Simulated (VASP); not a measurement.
# CuO (P4/mmm) in VASP: settings compared, part 2 of 2

VASP 6.6.1. The steps go on from the part before.

## (3) Single point, PBE

This run uses another cell than the first one, of 11.48 Å³/atom, 1.023 times its volume.

Contents of INCAR:

```
SYSTEM = CuO
  PREC = Accurate
  ENCUT = 520
  EDIFF = 1E-6
  ISMEAR = -1
  SIGMA = 0.05
  LREAL = .FALSE.
  LASPH = .TRUE.
  NELM = 60
  ALGO = Normal
  ISIF = 2
  LWAVE = .FALSE.
  LCHARG = .FALSE.
  GGA = PE
  NBANDS = 34
```

Contents of KPOINTS:

```
Automatic mesh
0
G
  7 7 7
  0 0 0
```

Contents of POSCAR:

```
CuO
1.0
    4.2231447276      0.0000000000      0.0000000000
    0.0000000000      4.2231447276      0.0000000000
    0.0000000000      0.0000000000      3.8619828824
Cu O
3 3
Direct
    0.5000000000      0.0000000000      0.5000000000
    0.0000000000      0.5000000000      0.5000000000
    0.0000000000      0.0000000000      0.0000000000
    0.0000000000      0.0000000000      0.5000000000
    0.5000000000      0.0000000000      0.0000000000
    0.0000000000      0.5000000000      0.0000000000
```

Potentials or basis: VASP PAW PBE potentials, release 64 (Cu, O).

Run with:

```sh
cat potpaw_PBE.64/Cu/POTCAR potpaw_PBE.64/O/POTCAR > POTCAR
mpirun -np 1 vasp_std > vasp.out
```

OUTCAR:

```text
SYSTEM = CuO
   PREC = Accurate
   ENCUT = 520
   EDIFF = 1E-6
   ISMEAR = -1
   LREAL = .FALSE.
   LASPH = .TRUE.
   NELM = 60
   ISIF = 2
   GGA = PE

 ion  position               nearest neighbor table
   1  0.500  0.000  0.500-   5 1.93   5 1.93   4 2.11   4 2.11
   2  0.000  0.500  0.500-   6 1.93   6 1.93   4 2.11   4 2.11
   3  0.000  0.000  0.000-   4 1.93   4 1.93   6 2.11   5 2.11   6 2.11   5 2.11
   4  0.000  0.000  0.500-   3 1.93   3 1.93   1 2.11   2 2.11   2 2.11   1 2.11
   5  0.500  0.000  0.000-   1 1.93   1 1.93   3 2.11   3 2.11
   6  0.000  0.500  0.000-   2 1.93   2 1.93   3 2.11   3 2.11

  LATTYP: Found a simple tetragonal cell.
 ALAT       =     4.2231447276
 C/A-ratio  =     0.9144803533

  Lattice vectors:

 A1 = (   4.2231447276,   0.0000000000,   0.0000000000)
 A2 = (   0.0000000000,   4.2231447276,   0.0000000000)
 A3 = (   0.0000000000,   0.0000000000,   3.8619828824)

Analysis of symmetry for initial positions (statically):
=====================================================================
 Subroutine PRICEL returns:
 Original cell was already a primitive cell.

 Routine SETGRP: Setting up the symmetry group for a
 simple tetragonal supercell.

 Subroutine GETGRP returns: Found 16 space group operations
 (whereof 16 operations were pure point group operations)
 out of a pool of 16 trial point group operations.

The static configuration has the point symmetry D_4h.

Analysis of symmetry for dynamics (positions and initial velocities):
=====================================================================
 Subroutine PRICEL returns:
 Original cell was already a primitive cell.

 Routine SETGRP: Setting up the symmetry group for a
 simple tetragonal supercell.

 Subroutine GETGRP returns: Found 16 space group operations
[... 129 lines left out ...]
   IMIX   =      4    mixing-type and parameters
     AMIX     =   0.40;   BMIX     =  1.00
     AMIX_MAG =   1.60;   BMIX_MAG =  1.00
  volume/ion in A,a.u.               =      11.48        77.47
  Fermi-wavevector in a.u.,A,eV,Ry     =   1.481054  2.798786 29.844651  2.193520
  Thomas-Fermi vector in A             =   2.595012
   LORBIT       =      0    0 simple, 1 ext, 2 COOP (PROOUT), +10 PAW based schemes
   GGA     = PE    functional components
   LHFCALC =     F    Hartree Fock is set to
   AEXX    =    0.0000 exact exchange contribution
   IVDW    =     0    specifies the selected vdW correction
   LEPSILON=     F    determine dielectric tensor
   LRPA    =     F    only Hartree local field effects (RPA)
 non-spin polarized calculation
  energy-cutoff  :      520.00
  volume of cell :       68.88
 maximum number of plane-waves:      1869
 NGX is ok and might be reduce to    32
   NGX = 15   NGY = 15   NGZ = 15

 number of electron      51.0000046 magnetization

 Free energy of the ion-electron system (eV)
  ---------------------------------------------------
  ext. energy  EPLUGINS =         0.00000000
  ---------------------------------------------------
  free energy    TOTEN  =       -27.97092970 eV

  energy without entropy =      -27.93748309  energy(sigma->0) =      -27.95420640

 E-fermi :   3.8946     XC(G=0): -11.0356

 val. band max:        3.8884258665   @ k =   0.4286   0.2857   0.4286
 cond. band min:       3.9008989693   @ k =   0.1429   0.1429   0.4286
 fundamental gap:      0.0124731028
 Fermi energy:         3.8945920272

 k-point     1 :       0.0000    0.0000    0.0000
  band No.  band energies     occupation
      1     -15.7340      2.00000
      2     -13.8120      2.00000
      3     -13.4509      2.00000
      4      -1.8442      2.00000
      5      -1.7214      2.00000
      6      -1.7214      2.00000
[... 877 lines left out ...]
     33      14.8804      0.00000
     34      15.7847      0.00000

 [... further k-points ...]

------------------------ aborting loop because EDIFF is reached ----------------------------------------

  FORCE on cell =-STRESS in cart. coord.  units (eV):
  Direction    XX          YY          ZZ          XY          YZ          ZX
  --------------------------------------------------------------------------------------
  -------------------------------------------------------------------------------------
  Total        0.0981556      0.0981556      0.5240396      0.0000000     -0.0000000      0.0000000
  in kB        2.2831973      2.2831973     12.1896822      0.0000000     -0.0000000      0.0000000
  external PRESSURE =       5.5853590 kB  Pullay stress =       0.0000000 kB

 VOLUME and BASIS-vectors are now :
 -----------------------------------------------------------------------------
  energy-cutoff  :      520.00
  volume of cell :       68.88
      direct lattice vectors                 reciprocal lattice vectors
     4.223144728  0.000000000  0.000000000     0.236790369  0.000000000  0.000000000
     0.000000000  4.223144728  0.000000000     0.000000000  0.236790369  0.000000000
     0.000000000  0.000000000  3.861982882     0.000000000  0.000000000  0.258934343

 POSITION                                       TOTAL-FORCE (eV/Angst)
 -----------------------------------------------------------------------------------
      2.11157      0.00000      1.93099         0.000000      0.000000      0.000000
      0.00000      2.11157      1.93099         0.000000      0.000000      0.000000
      0.00000      0.00000      0.00000         0.000000      0.000000      0.000000
      0.00000      0.00000      1.93099         0.000000      0.000000      0.000000
      2.11157      0.00000      0.00000         0.000000      0.000000      0.000000
      0.00000      2.11157      0.00000         0.000000      0.000000      0.000000
 -----------------------------------------------------------------------------------
    total drift:                                0.000000      0.000000     -0.000000

  FREE ENERGIE OF THE ION-ELECTRON SYSTEM (eV)
  ---------------------------------------------------
  free  energy   TOTEN  =       -27.9709297003 eV

  energy  without entropy=      -27.9374830930  energy(sigma->0) =      -27.95420640
```

OSZICAR:

```text
N       E                     dE             d eps       ncg     rms          rms(c)
DAV:   1     0.540834999837E+03    0.54083E+03   -0.23573E+04  2832   0.225E+03
DAV:   2     0.581504352892E+02   -0.48268E+03   -0.45436E+03  2736   0.463E+02
DAV:   3    -0.322369741035E+02   -0.90387E+02   -0.85167E+02  3576   0.216E+02
DAV:   4    -0.378443355581E+02   -0.56074E+01   -0.55229E+01  4054   0.583E+01
DAV:   5    -0.379132012346E+02   -0.68866E-01   -0.68711E-01  3934   0.707E+00    0.214E+01
DAV:   6    -0.340356049934E+02    0.38776E+01   -0.72262E+01  4054   0.166E+02    0.186E+01
DAV:   7    -0.282411826780E+02    0.57944E+01   -0.26700E+01  3612   0.126E+02    0.523E+00
DAV:   8    -0.281844753097E+02    0.56707E-01   -0.33748E+00  3816   0.152E+01    0.349E+00
DAV:   9    -0.280945086968E+02    0.89967E-01   -0.55445E-01  4378   0.188E+01    0.331E+00
DAV:  10    -0.280175847981E+02    0.76924E-01   -0.44761E-01  4648   0.202E+01    0.198E+00
DAV:  11    -0.279792941447E+02    0.38291E-01   -0.11722E-01  4794   0.974E+00    0.815E-01
DAV:  12    -0.279714779962E+02    0.78161E-02   -0.40178E-02  4262   0.404E+00    0.291E-01
DAV:  13    -0.279711201389E+02    0.35786E-03   -0.63402E-03  4120   0.117E+00    0.180E-01
DAV:  14    -0.279708972574E+02    0.22288E-03   -0.57913E-04  4530   0.408E-01    0.303E-02
DAV:  15    -0.279709837251E+02   -0.86468E-04   -0.37837E-04  4372   0.297E-01    0.687E-02
DAV:  16    -0.279709316919E+02    0.52033E-04   -0.54014E-05  4688   0.165E-01    0.237E-02
DAV:  17    -0.279709291242E+02    0.25676E-05   -0.38748E-05  4228   0.709E-02    0.290E-03
DAV:  18    -0.279709297003E+02   -0.57610E-06   -0.18974E-06  2192   0.159E-02
   1 F= -.27970930E+02 E0= -.27954206E+02  d E =-.334466E-01
```

It took 45 s on 1 thread of Intel Xeon 6975P-C (Granite Rapids), shared host; peak memory 0.22 GiB.

What came out:

- Free energy: -27.9709 eV
- Pressure: 0.6 GPa

Levels at points of the mesh, in eV from the Fermi level:
```
           k point  band 24  band 25  band 26  band 27  band 28  band 29
(0.00, 0.00, 0.00)    -1.48    -1.48    -1.46    -1.39     1.35     6.02
```

Caveat: an odd number of electrons without spin polarisation forces a metal; a magnetic or distorted state may lie lower; semilocal functionals often make such compounds metallic where correlation or magnetic order opens a gap, which also shifts bond lengths. With open d or f shells a metallic result of PBE can be an artefact of self-interaction; +U or a hybrid may open a gap.

## (4) Single point, PBE

Contents of INCAR:

```
PREC = Accurate ; ENCUT = 700
EDIFF = 1E-6 ; ISMEAR = -1
SIGMA = 0.05 ; LREAL = False
LASPH = True ; NELM = 120
ALGO = Normal ; ISIF = 2
LWAVE = False ; LCHARG = False
GGA = PE ; NBANDS = 46
GGA_COMPAT = False
```

Contents of KPOINTS:

```
Automatic mesh
0
Gamma
  7 7 7
```

POSCAR, as its differences from that of step 3:

```diff
@@ -2,5 +2,5 @@
 1.0
-    4.2231447276      0.0000000000      0.0000000000
-    0.0000000000      4.2231447276      0.0000000000
-    0.0000000000      0.0000000000      3.8619828824
+    4.1609370000      0.0000000000      0.0000000000
+    0.0000000000      4.1609370000      0.0000000000
+    0.0000000000      0.0000000000      3.8876430000
 Cu O
```

Potentials or basis: VASP PAW PBE potentials, release 64 (Cu_sv_GW, O).

Run with:

```sh
cat potpaw_PBE.64/Cu_sv_GW/POTCAR potpaw_PBE.64/O/POTCAR > POTCAR
mpirun -np 1 vasp_std > vasp.out
```

Run time: 96 s. Hardware: 1 thread of Intel Xeon 6975P-C (Granite Rapids), shared host; peak memory 0.31 GiB.

Results (log left out):

| Quantity | Value |
| --- | --- |
| Free energy | -28.1719 eV |
| Pressure | -1.3 GPa |

Stress tensor (GPa, compression positive):
```
-0.99  0.00  0.00
 0.00 -0.99  0.00
 0.00  0.00 -1.84
```

Levels at points of the mesh, in eV from the Fermi level:
```tsv
k point	band 36	band 37	band 38	band 39	band 40	band 41
(0.00, 0.00, 0.00)	-1.48	-1.48	-1.47	-1.37	1.28	6.04
```

Caveat: an odd number of electrons without spin polarisation forces a metal; a magnetic or distorted state may lie lower; semilocal functionals often make such compounds metallic where correlation or magnetic order opens a gap, which also shifts bond lengths.

## (5) Single point, PBEsol

Contents of INCAR:

```
SYSTEM = CuO
PREC     = Accurate       ! precision mode
ENCUT    = 700            ! plane-wave cutoff, eV
EDIFF    = 1E-6           ! SCF threshold, eV
ISMEAR   = -1             ! smearing method
SIGMA    = 0.05           ! smearing width, eV
LREAL    = .FALSE.        ! projectors in reciprocal space
LASPH    = .TRUE.         ! aspherical terms in the spheres
NELM     = 120            ! most SCF steps
ALGO     = Normal         ! electronic algorithm
ISIF     = 2              ! what is computed and relaxed
LWAVE    = .FALSE.        ! write WAVECAR
LCHARG   = .TRUE.         ! write CHGCAR
GGA      = PS             ! functional
LELF     = .TRUE.         ! ELF
LVHAR    = .TRUE.       
NBANDS   = 46             ! bands
GGA_COMPAT= .FALSE.
```

Contents of KPOINTS:

```
Automatic mesh
0
G
  7 7 7
  0 0 0
```

POSCAR is that of step 4.

Run with:

```sh
cat potpaw_PBE.64/Cu_sv_GW/POTCAR potpaw_PBE.64/O/POTCAR > POTCAR
mpirun -np 1 vasp_std > vasp.out
```

Wall time 1.8 min (1 thread of Intel Xeon 6975P-C (Granite Rapids), shared host); peak memory 0.32 GiB.

It converged, with:

* Free energy: -30.8049 eV
* Pressure: -8.2 GPa

Stress tensor (GPa, compression positive):
```
 -6.95   0.00   0.00
  0.00  -6.95   0.00
  0.00   0.00 -10.82
```

Levels at points of the mesh, in eV from the Fermi level:
| k point | band 35 | band 36 | band 37 | band 38 | band 39 | band 40 | band 41 | band 42 |
| --- | --- | --- | --- | --- | --- | --- | --- | --- |
| (0.00, 0.00, 0.00) | -1.52 | -1.48 | -1.48 | -1.48 | -1.38 | 1.21 | 5.93 | 7.42 |

Caveat: the PAW data sets were made with another functional, which shifts forces and pressure a little; an odd number of electrons without spin polarisation forces a metal; a magnetic or distorted state may lie lower; semilocal functionals often make such compounds metallic where correlation or magnetic order opens a gap, which also shifts bond lengths. With open d or f shells a metallic result of PBEsol can be an artefact of self-interaction; +U or a hybrid may open a gap.

## (6) Overview

```csv
level,potentials or basis,cell,cutoff (eV),second run,gap on the mesh (eV),pressure (GPa)
PBE+D3(BJ),"VASP PAW PBE potentials, release 64 (Cu, O)","a = 4.161, b = 4.161, c = 3.888 Å, 6 atoms",520,-,none,-1.4
PBE,"VASP PAW PBE potentials, release 64 (Cu, O)","a = 4.223, b = 4.223, c = 3.862 Å, 6 atoms",520,-,none,0.6
PBE,"VASP PAW PBE potentials, release 64 (Cu_sv_GW, O)","a = 4.161, b = 4.161, c = 3.888 Å, 6 atoms",700,valence_matched,none,-1.3
PBEsol,"VASP PAW PBE potentials, release 64 (Cu_sv_GW, O)","a = 4.161, b = 4.161, c = 3.888 Å, 6 atoms",700,valence_matched,none,-8.2
```

Alike in all rows: task single point; no spin polarisation; k mesh 7 × 7 × 7; smearing fermi-dirac 0.05 eV.

Caveats: an odd number of electrons without spin polarisation forces a metal; a magnetic or distorted state may lie lower; semilocal functionals often make such compounds metallic where correlation or magnetic order opens a gap, which also shifts bond lengths; three body term missing (some runs); pairwise dispersion overbinds metals, which lowers pressure and volume (some runs); the PAW data sets were made with another functional, which shifts forces and pressure a little (some runs).

Absolute energies hang on the potentials; compare differences alone.
